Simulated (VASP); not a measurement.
Runs of VASP 6.6.1 on Y. The structure is that of space group Pm-3m (No. 221), or close to it. The cells are those of the table. This isn't the form of Y at room conditions, which is hcp.

```csv
task,cell,cutoff (eV),gap on the mesh (eV),pressure (GPa)
single point,"a = 2.779 Å, 1 atom",520,none,30.1
single point,"a = 2.924 Å, 1 atom",520,none,14.9
relaxation of cell and atoms,"relaxed to 15 GPa from a = 3.310 Å, 1 atom",600,none,15.0
relaxation of cell and atoms,"relaxed to 30 GPa from a = 3.310 Å, 1 atom",600,none,30.0
relaxation of cell and atoms,"relaxed to 45 GPa from a = 3.310 Å, 1 atom",600,none,45.0
single point,"a = 3.255 Å, 1 atom",520,none,0.0
relaxation of cell and atoms,"relaxed from a = 3.310 Å, 1 atom",600,none,0.0
single point,"a = 2.675 Å, 1 atom",520,none,(a)
```

Alike in all rows: level PBE; potentials or basis VASP PAW PBE potentials, release 64 (Y_sv); no spin polarisation; k mesh 8 × 8 × 8; smearing fermi-dirac 0.05 eV.

**Question.** Estimate the missing entries.

**Answer.** (a) 44.9.

Caveats: the cell stands under pressure (at least some runs); the cell is relaxed towards a set pressure, so the run minimises the enthalpy, not the energy (at least some runs).

A k mesh can miss the band edges, and the runs leave out spin-orbit coupling on Y.

A gap of «none» marks levels without a gap at the run's occupations.
